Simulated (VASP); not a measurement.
# FeO (I4/mmm) in VASP: settings compared, part 2 of 2

VASP 6.6.1.

## Step 4: Single point, PBE, collinear spin, ferromagnetic start (volume scaled by 1.06)

INCAR

```
PREC = Accurate
ENCUT = 520
EDIFF = 1E-6
ISMEAR = -1
SIGMA = 0.05
LREAL = F
LASPH = T
NELM = 150
ALGO = Normal
ISIF = 2
LWAVE = F
LCHARG = T
ISPIN = 2
MAGMOM = 3 0
LORBIT = 11
LMAXMIX = 4
GGA = PE
LELF = T
LVHAR = T
NBANDS = 18
```

KPOINTS

```
Automatic mesh
0
Gamma
  12 12 12
```

POSCAR

```
FeO
1.0
   -1.6335251827      1.6335251827      2.1242534522
    1.6335251827     -1.6335251827      2.1242534522
    1.6335251827      1.6335251827     -2.1242534522
Fe O
1 1
Direct
    0.0000000000      0.0000000000      0.0000000000
    0.5000000000      0.5000000000      0.0000000000
```

Potentials or basis: VASP PAW PBE potentials, release 64 (Fe, O).

Started as:

```console
$ cat potpaw_PBE.64/Fe/POTCAR potpaw_PBE.64/O/POTCAR > POTCAR
$ mpirun -np 1 vasp_std > vasp.out
```

OUTCAR:

```text
PREC = Accurate
   ENCUT = 520
   EDIFF = 1E-6
   ISMEAR = -1
   LREAL = F
   LASPH = T
   NELM = 150
   ISIF = 2
   ISPIN = 2
   LORBIT = 11
   GGA = PE

 ion  position               nearest neighbor table
   1  0.000  0.000  0.000-   2 2.12   2 2.12   2 2.31   2 2.31   2 2.31   2 2.31
   2  0.500  0.500  0.000-   1 2.12   1 2.12   1 2.31   1 2.31   1 2.31   1 2.31

  LATTYP: Found a body centered tetragonal cell.
 ALAT       =     3.2670503654
 C/A-ratio  =     1.3004105934

  Lattice vectors:

 A1 = (  -1.6335251827,   1.6335251827,   2.1242534522)
 A2 = (   1.6335251827,  -1.6335251827,   2.1242534522)
 A3 = (   1.6335251827,   1.6335251827,  -2.1242534522)

Analysis of symmetry for initial positions (statically):
=====================================================================
 Subroutine PRICEL returns:
 Original cell was already a primitive cell.

 Routine SETGRP: Setting up the symmetry group for a
 body centered tetragonal supercell.

[... 700 lines left out ...]
      3       2.1350      1.00000
      4       2.1350      1.00000
      5       4.2719      1.00000
      6       4.2720      1.00000
[... 493 lines left out ...]
     17      29.1955      0.00000
     18      31.4637      0.00000

 [... further k-points ...]

------------------------ aborting loop because EDIFF is reached ----------------------------------------

  FORCE on cell =-STRESS in cart. coord.  units (eV):
  Direction    XX          YY          ZZ          XY          YZ          ZX
  --------------------------------------------------------------------------------------
  -------------------------------------------------------------------------------------
  Total       -2.2985290     -2.2985290     -2.1575516      0.0000000      0.0000000      0.0000000
  in kB     -162.4211506   -162.4211506   -152.4592487      0.0000000      0.0000000      0.0000000
  external PRESSURE =    -159.1005166 kB  Pullay stress =       0.0000000 kB

 VOLUME and BASIS-vectors are now :
 -----------------------------------------------------------------------------
  energy-cutoff  :      520.00
  volume of cell :       22.67
      direct lattice vectors                 reciprocal lattice vectors
    -1.633525183  1.633525183  2.124253452     0.000000000  0.306086496  0.235376809
     1.633525183 -1.633525183  2.124253452     0.306086496  0.000000000  0.235376809
     1.633525183  1.633525183 -2.124253452     0.306086496  0.306086496  0.000000000

 POSITION                                       TOTAL-FORCE (eV/Angst)
 -----------------------------------------------------------------------------------
      0.00000      0.00000      0.00000        -0.000000     -0.000000      0.000000
      0.00000      0.00000      2.12425         0.000000      0.000000     -0.000000
 -----------------------------------------------------------------------------------
    total drift:                               -0.000000      0.000000     -0.000000

  FREE ENERGIE OF THE ION-ELECTRON SYSTEM (eV)
  ---------------------------------------------------
  free  energy   TOTEN  =       -14.7716885902 eV

  energy  without entropy=      -14.7566124555  energy(sigma->0) =      -14.76415052

 total charge

# of ion       s       p       d       tot
------------------------------------------
    1        0.264   0.292   6.022   6.578
    2        1.558   3.380   0.000   4.938
--------------------------------------------------
tot          1.822   3.672   6.022  11.516

 magnetization (x)

# of ion       s       p       d       tot
------------------------------------------
    1        0.029   0.018   3.577   3.624
    2        0.025   0.260   0.000   0.285
--------------------------------------------------
tot          0.054   0.278   3.577   3.909
```

Wall time 70 s (1 thread of Intel Xeon Platinum 8488C (Sapphire Rapids), shared host); peak memory 0.23 GiB.

Results:

- Free energy: -14.7717 eV
- Pressure: -15.9 GPa
- Band gap on the k mesh: zero (filled and empty bands overlap)
- Net moment: 4.00 μB per cell
- Site moments: Fe +3.62; O +0.28 μB
- Valence electrons inside the program's atomic spheres: Fe 6.58; O 4.94

Caveat: the cell differs from its parent crystal (volume scaled by 1.06); a cell with one magnetic atom can't hold antiferromagnetic order, which such compounds often take; semilocal functionals often make such compounds metallic where correlation or magnetic order opens a gap, which also shifts bond lengths.

## Step 5: Single point, LDA, collinear spin, ferromagnetic start

This run uses another cell than the first one, of 10.27 Å³/atom, 0.980 times its volume.

INCAR

```
SYSTEM = FeO
  PREC = Accurate
  ENCUT = 520
  EDIFF = 1E-7
  ISMEAR = -1
  SIGMA = 0.05
  LREAL = .FALSE.
  LASPH = .TRUE.
  NELM = 150
  ALGO = Normal
  ISIF = 2
  LWAVE = .FALSE.
  LCHARG = .TRUE.
  ISPIN = 2
  MAGMOM = 3 0
  LORBIT = 11
  LMAXMIX = 4
  GGA = CA
  LELF = .TRUE.
  LVHAR = .TRUE.
  NBANDS = 18
```

KPOINTS

```
Automatic mesh
0
G
  12 12 12
  0 0 0
```

POSCAR

```
FeO
1.0
   -1.5804507126      1.5804507126      2.0552348490
    1.5804507126     -1.5804507126      2.0552348490
    1.5804507126      1.5804507126     -2.0552348490
Fe O
1 1
Direct
    0.0000000000      0.0000000000      0.0000000000
    0.5000000000      0.5000000000      0.0000000000
```

Potentials or basis: VASP PAW LDA potentials, release 64 (Fe, O).

Started as:

```console
$ cat potpaw_LDA.64/Fe/POTCAR potpaw_LDA.64/O/POTCAR > POTCAR
$ mpirun -np 1 vasp_std > vasp.out
```

Wall time 44 s (1 thread of Intel Xeon 6975P-C (Granite Rapids), shared host); peak memory 0.21 GiB.

It converged, with:

| Property | Result |
| --- | --- |
| Free energy | -16.3389 eV |
| Pressure | -17.5 GPa |
| Net moment | 3.95 μB per cell |
| Site moments | Fe +3.53; O +0.31 μB |
| Valence electrons inside the program's atomic spheres | Fe 6.75; O 4.94 |

Stress tensor (GPa, compression positive):
```
-18.85   0.00   0.00
  0.00 -18.85   0.00
  0.00   0.00 -14.79
```

Levels at points of the mesh, in eV from the Fermi level:
Spin up:
```
           k point  band 5  band 6  band 7  band 8  band 9  band 10  band 11  band 12  band 13  band 14
(0.00, 0.00, 0.00)   -3.63   -3.63   -3.43   -3.34   -3.30     0.25    15.41    16.86    16.86    16.93
(0.50, 0.00, 0.00)   -2.80   -2.69   -2.19   -0.46    0.18     4.00     8.29    11.43    13.44    19.05
(0.50, 0.50, 0.00)   -4.46   -3.00   -2.56   -2.44   -2.42     5.20     8.18    11.09    14.03    15.38
(0.50, 0.50, 0.50)   -4.44   -2.89   -2.50   -2.50   -2.31     5.28     9.23    10.01    13.72    13.72
```
Spin down:
```tsv
k point	band 3	band 4	band 5	band 6	band 7	band 8
(0.00, 0.00, 0.00)	-3.01	-3.01	-0.82	-0.82	-0.47	-0.32
(0.50, 0.00, 0.00)	-5.15	-4.98	0.27	0.50	0.65	2.23
(0.50, 0.50, 0.00)	-4.43	-3.89	-1.99	0.37	0.58	0.80
(0.50, 0.50, 0.50)	-4.43	-4.43	-2.05	0.55	0.72	0.72
```

Caveat: a cell with one magnetic atom can't hold antiferromagnetic order, which such compounds often take; semilocal functionals often make such compounds metallic where correlation or magnetic order opens a gap, which also shifts bond lengths.

## Step 6: Single point, LDA, collinear spin, ferromagnetic start

INCAR

```
SYSTEM = FeO
  PREC = Accurate
  ENCUT = 520
  EDIFF = 1E-7
  ISMEAR = -1
  SIGMA = 0.05
  LREAL = .False.
  LASPH = .True.
  NELM = 150
  ALGO = Normal
  ISIF = 2
  LWAVE = .False.
  LCHARG = .True.
  ISPIN = 2
  MAGMOM = 3 0
  LORBIT = 11
  LMAXMIX = 4
  LELF = .True.
  LVHAR = .True.
  NBANDS = 18
```

KPOINTS

```
Automatic mesh
0
Gamma
  12 12 12
  0 0 0
```

POSCAR

```
FeO
1.0
   -1.5913507171      1.5913507171      2.0694093304
    1.5913507171     -1.5913507171      2.0694093304
    1.5913507171      1.5913507171     -2.0694093304
Fe O
1 1
Direct
    0.0000000000      0.0000000000      0.0000000000
    0.5000000000      0.5000000000      0.0000000000
```

Potentials or basis: VASP PAW LDA potentials, release 64 (Fe, O).

Started as:

```console
$ cat potpaw_LDA.64/Fe/POTCAR potpaw_LDA.64/O/POTCAR > POTCAR
$ mpirun -np 1 vasp_std > vasp.out
```

Wall time 46 s (1 thread of Intel Xeon 6975P-C (Granite Rapids), shared host); peak memory 0.21 GiB.

It converged, with:

```yaml
Free_energy: -16.2892 eV
Pressure: -20.0 GPa
Band_gap_on_the_k_mesh: zero (filled and empty bands overlap)
Net_moment: 3.97 μB per cell
Site_moments: Fe +3.55; O +0.31 μB
Valence_electrons_inside_the_program's_atomic_spheres: Fe 6.72; O 4.93
```

Stress tensor (GPa, compression positive):
```
-20.97   0.00   0.00
  0.00 -20.97   0.00
  0.00   0.00 -18.14
```

Levels at points of the mesh, in eV from the Fermi level:
Spin up:
```
           k point  band 5  band 6  band 7  band 8  band 9  band 10  band 11  band 12  band 13  band 14
(0.00, 0.00, 0.00)   -3.55   -3.55   -3.43   -3.34   -3.30     0.14    15.34    16.69    16.69    16.77
(0.50, 0.00, 0.00)   -2.82   -2.71   -2.22   -0.51    0.11     3.95     8.11    11.29    13.27    18.78
(0.50, 0.50, 0.00)   -4.39   -3.02   -2.59   -2.48   -2.47     5.04     8.05    10.98    13.80    15.14
(0.50, 0.50, 0.50)   -4.39   -2.92   -2.53   -2.53   -2.36     5.13     9.10     9.91    13.48    13.48
```
Spin down:
```
           k point  band 2  band 3  band 4  band 5  band 6  band 7  band 8  band 9
(0.00, 0.00, 0.00)   -3.23   -2.93   -2.93   -0.78   -0.78   -0.45   -0.32   -0.15
(0.50, 0.00, 0.00)   -7.61   -5.01   -4.85    0.27    0.49    0.64    2.17    2.79
(0.50, 0.50, 0.00)   -6.54   -4.33   -3.79   -1.91    0.37    0.56    0.78    0.92
(0.50, 0.50, 0.50)   -6.34   -4.32   -4.32   -1.97    0.54    0.70    0.70    0.98
```

Caveat: a cell with one magnetic atom can't hold antiferromagnetic order, which such compounds often take; semilocal functionals often make such compounds metallic where correlation or magnetic order opens a gap, which also shifts bond lengths.

## Step 7: Overview

| level | potentials or basis | cell | gap on the mesh (eV) | pressure (GPa) | moment (μB) |
| --- | --- | --- | --- | --- | --- |
| PBE | VASP PAW PBE potentials, release 64 (Fe, O) | a = 3.057 Å, angles 117.3, 117.3, 94.8°, 2 atoms | none | -5.6 | 4.00 |
| PBE | VASP PAW PBE potentials, release 64 (Fe, O) | a = 3.118 Å, angles 117.3, 117.3, 94.8°, 2 atoms | none | -13.8 | 4.00 |
| PBE | VASP PAW PBE potentials, release 64 (Fe, O) | a = 3.138 Å, angles 117.3, 117.3, 94.8°, 2 atoms | none | -15.9 | 4.00 |
| LDA | VASP PAW LDA potentials, release 64 (Fe, O) | a = 3.036 Å, angles 117.3, 117.3, 94.8°, 2 atoms | none | -17.5 | 3.95 |
| LDA | VASP PAW LDA potentials, release 64 (Fe, O) | a = 3.057 Å, angles 117.3, 117.3, 94.8°, 2 atoms | none | -20.0 | 3.97 |

Alike in all rows: task single point; spin collinear, ferromagnetic start; k mesh 12 × 12 × 12; cutoff (eV) 520; smearing fermi-dirac 0.05 eV.

Caveats: a cell with one magnetic atom can't hold antiferromagnetic order, which such compounds often take; semilocal functionals often make such compounds metallic where correlation or magnetic order opens a gap, which also shifts bond lengths.

Total energies depend on the potentials used, so only differences within one code and one set of settings carry meaning.
